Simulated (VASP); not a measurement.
Wanted: the native input for a VASP 6.6.1 run.

- Task: single point
- Functional: LDA
- Potentials or basis: VASP PAW LDA potentials, release 64 (Ge_d)
- Cutoff: 410 eV
- k mesh: 12 × 12 × 1
- Occupations: gaussian, width 0.03 eV
- Spin: no spin polarisation
- Dipole correction: yes
- Further INCAR settings: ALGO = Normal; EDIFF = 1e-06; NBANDS = 21; NELMDL = -8

The structure of Ge lies in POSCAR:

```
Ge
1.0
    3.9515201622      0.0000000000      0.0000000000
   -1.9757600811      3.4221168440      0.0000000000
    0.0000000000      0.0000000000     25.1599999975
Ge
2
Direct
    0.3333333333      0.6666666667      0.2790766497
    0.6666666667      0.3333333333      0.3043891692
```

The input as run:

INCAR

```
SYSTEM = Ge
PREC     = Accurate       ! precision mode
ENCUT    = 410            ! plane-wave cutoff, eV
EDIFF    = 1E-6           ! SCF threshold, eV
ISMEAR   = 0              ! smearing method
SIGMA    = 0.03           ! smearing width, eV
LREAL    = .FALSE.        ! projectors in reciprocal space
LASPH    = .TRUE.         ! aspherical terms in the spheres
NELM     = 120            ! most SCF steps
ALGO     = Normal         ! electronic algorithm
ISIF     = 2              ! what is computed and relaxed
LWAVE    = .FALSE.        ! write WAVECAR
LCHARG   = .FALSE.        ! write CHGCAR
LDIPOL   = .TRUE.       
IDIPOL   = 3            
DIPOL    = 0.5 0.5 0.292
GGA      = CA             ! functional
NBANDS   = 21             ! bands
GGA_COMPAT= .FALSE.      
NELMDL   = -8
```

KPOINTS

```
regular mesh
0
G
  12 12 1
  0 0 0
```

Potentials or basis: VASP PAW LDA potentials, release 64 (Ge_d).

The run is started by

```sh
$ cat potpaw_LDA.64/Ge_d/POTCAR > POTCAR
$ mpirun -np 1 vasp_std > vasp.out
```

Results of the run:

* Largest force: 0.003 eV/Å
* Band gap on the k mesh: zero (filled and empty bands touch)

Run time: 84 s on 1 thread of Intel(R) Xeon(R) Platinum 8559C (Emerald Rapids), on a shared host, peak memory 0.3 GiB.
